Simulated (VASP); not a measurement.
The system is Ca2Ge2N.

```
Ca Ge N
1.0
     4.29195    0.00000    0.00000
    -2.14597    3.71694    0.00000
     0.00000    0.00000    6.94787
Ca Ge N
2 2 1
Cartesian
  0.0000 0.0000 1.7042
  0.0000 0.0000 5.2437
  0.0000 2.4780 3.4739
  2.1460 1.2390 3.4739
  0.0000 0.0000 3.4739
```

The cell was built from a structure type or drawn by symmetry, and may not be a known phase.

| Property | Result |
| --- | --- |
| Program | VASP 6.6.1 |
| Task | relaxation of cell and atoms |
| Functional | PBE |
| Potentials or basis | VASP PAW PBE potentials, release 64 (Ca_sv, Ge_d, N) |
| Cutoff | 600 eV |
| k mesh | 6 × 6 × 4 |
| Occupations | gaussian, width 0.1 eV |
| Spin | no spin polarisation |

At the start: pressure 23.3 GPa; volume 22.17 Å³/atom.

Problem. Where does the relaxation end?

Solution. Over 18 steps the energy falls by 663.6 meV/atom and the volume is 27.65 Å³/atom (+24.8 %); space group P6/mmm (No. 191, to 0.1 Å) before and after.

Step by step:
| step | energy change (eV) | largest force (eV/Å) | pressure (GPa) | volume (Å³) |
| --- | --- | --- | --- | --- |
| 1 | 0.0000 | 8.5837 | 23.25 | 110.84 |
| 2 | -0.9896 | 2.2141 | -6.65 | 168.59 |
| 3 | -3.1331 | 1.1728 | -1.20 | 134.36 |
| 4 | -3.1648 | 0.9450 | -0.50 | 132.66 |
| 5 | -3.1800 | 0.6180 | 0.51 | 130.53 |
| 6 | -3.1794 | 0.6847 | 0.31 | 130.94 |
| 7 | -3.2334 | 0.6114 | 0.17 | 132.31 |
| 8 | -3.2766 | 0.5325 | 0.02 | 134.74 |
| 9 | -3.3095 | 0.0779 | 0.48 | 135.62 |
| 10 | -3.3102 | 0.0032 | 0.57 | 135.76 |
| 11 | -3.3167 | 0.0292 | -0.06 | 138.43 |
| 12 | -3.3168 | 0.0333 | -0.10 | 138.79 |
| 13 | -3.3167 | 0.0428 | -0.24 | 139.50 |
| 14 | -3.3169 | 0.0364 | -0.20 | 139.03 |
| 15 | -3.3169 | 0.0360 | 0.00 | 138.90 |
| 16 | -3.3180 | 0.0688 | -0.15 | 138.83 |
| 17 | -3.3180 | 0.0787 | -0.10 | 138.81 |
| 18 | -3.3182 | 0.0085 | 0.18 | 138.27 |

Final structure:
```
Ca Ge N
1.0
     4.40309    0.00000    0.00000
    -2.20155    3.81319    0.00000
     0.00000    0.00000    8.23552
Ca Ge N
2 2 1
Direct
  0.00000 0.00000 0.23343
  0.00000 0.00000 0.76657
  0.33333 0.66667 0.50000
  0.66667 0.33333 0.50000
  0.00000 0.00000 0.50000
```

Caveat: the volume moved by over 15 % at a fixed basis, so the end points are rough.
